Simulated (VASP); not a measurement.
Input of a VASP 6.6.1 run:

File INCAR:

```
SYSTEM = Sn23O48
  PREC = Accurate
  ENCUT = 520
  EDIFF = 1E-7
  ISMEAR = -1
  SIGMA = 0.05
  LREAL = Auto
  LASPH = .TRUE.
  NELM = 60
  ALGO = Normal
  ISIF = 2
  LWAVE = .FALSE.
  LCHARG = .FALSE.
  GGA = PS
  NELECT = 614.0
  ISYM = 0
  NBANDS = 346
  NCORE = 4
```

The input KPOINTS:

```
Automatic mesh
0
Gamma
  1 1 1
  0.25 0.25 0.25
```

POSCAR

```
Sn23O48
1.0
    9.5380920000      0.0000000000      0.0000000000
    0.0000000000      9.5380920000      0.0000000000
    0.0000000000      0.0000000000      9.6363030000
Sn O
23 48
Direct
    0.9998170000      0.9997860000      0.0009860000
    0.9998040000      0.9997850000      0.3334910000
    0.9997840000      0.9997570000      0.6659970000
    0.9998040000      0.4997720000      0.9998060000
    0.9997810000      0.4997750000      0.3334910000
    0.9997840000      0.4997630000      0.6671750000
    0.4997950000      0.9997810000      0.9998070000
    0.4997980000      0.9997530000      0.3334900000
    0.4997880000      0.9997640000      0.6671740000
    0.4998780000      0.4998480000      0.0088640000
    0.4997160000      0.4996890000      0.6581300000
    0.2545730000      0.2545520000      0.1709210000
    0.2545230000      0.2545030000      0.4962720000
    0.2490230000      0.2489970000      0.8335940000
    0.2532480000      0.7463800000      0.1661130000
    0.2531680000      0.7463130000      0.5008750000
    0.2520870000      0.7474890000      0.8334910000
    0.7464090000      0.2532210000      0.1661120000
    0.7463320000      0.2531520000      0.5008730000
    0.7475100000      0.2520560000      0.8334930000
    0.7450920000      0.7450680000      0.1707020000
    0.7450330000      0.7450070000      0.4960640000
    0.7505620000      0.7505400000      0.8333880000
    0.1533310000      0.1532890000      0.0021990000
    0.1493720000      0.1493550000      0.3335490000
    0.1532880000      0.1532460000      0.6649810000
    0.1441800000      0.6588430000      0.9968200000
    0.1465610000      0.6577570000      0.3334820000
    0.1439210000      0.6590430000      0.6702210000
    0.6588850000      0.1441340000      0.9968230000
    0.6578000000      0.1465160000      0.3334780000
    0.6590800000      0.1438860000      0.6702160000
    0.6550400000      0.6550000000      0.9980430000
    0.6564670000      0.6563990000      0.3332980000
    0.6549370000      0.6549010000      0.6687080000
    0.3446500000      0.3446420000      0.9982650000
    0.3431490000      0.3431720000      0.3336730000
    0.3445540000      0.3445400000      0.6689510000
    0.3405170000      0.8556420000      0.9967780000
    0.3417910000      0.8530010000      0.3335070000
    0.3407080000      0.8554020000      0.6701530000
    0.8556460000      0.3405110000      0.9967760000
    0.8530180000      0.3417790000      0.3335040000
    0.8553940000      0.3407060000      0.6701540000
    0.8463100000      0.8462950000      0.0019860000
    0.8502000000      0.8502420000      0.3334370000
    0.8462620000      0.8462530000      0.6647960000
    0.0960870000      0.4041610000      0.1656590000
    0.0959830000      0.4040940000      0.5013680000
    0.0996180000      0.4056240000      0.8334900000
    0.0978260000      0.9016820000      0.1655490000
    0.0978450000      0.9017060000      0.5014330000
    0.0961080000      0.9034620000      0.8334920000
    0.6030620000      0.3969310000      0.1535330000
    0.6025730000      0.3964440000      0.5134630000
    0.5957490000      0.4038170000      0.8334960000
    0.5954630000      0.9035560000      0.1656060000
    0.5953880000      0.9034440000      0.5013290000
    0.5939200000      0.8999300000      0.8334900000
    0.4042000000      0.0960830000      0.1656630000
    0.4041300000      0.0959780000      0.5013630000
    0.4056600000      0.0996090000      0.8334930000
    0.3969950000      0.6030810000      0.1535170000
    0.3964720000      0.6025730000      0.5134860000
    0.4038640000      0.5957470000      0.8334960000
    0.9017350000      0.0978270000      0.1655430000
    0.9017480000      0.0978440000      0.5014390000
    0.9035050000      0.0960970000      0.8334920000
    0.9036130000      0.5954730000      0.1656070000
    0.9034880000      0.5953880000      0.5013290000
    0.8999600000      0.5939080000      0.8334920000
```

Potentials or basis: VASP PAW PBE potentials, release 64 (Sn_d, O).

The run is started by

```bash
$ cat potpaw_PBE.64/Sn_d/POTCAR potpaw_PBE.64/O/POTCAR > POTCAR
$ mpirun -np 4 vasp_std > vasp.out
```

(1) Estimate the largest force.

Answers

(1) 0.079 eV/Å.

Caveat: the cell carries a net charge on a neutralising background, which shifts energy and pressure; the PAW data sets were made with another functional, which shifts forces and pressure a little.
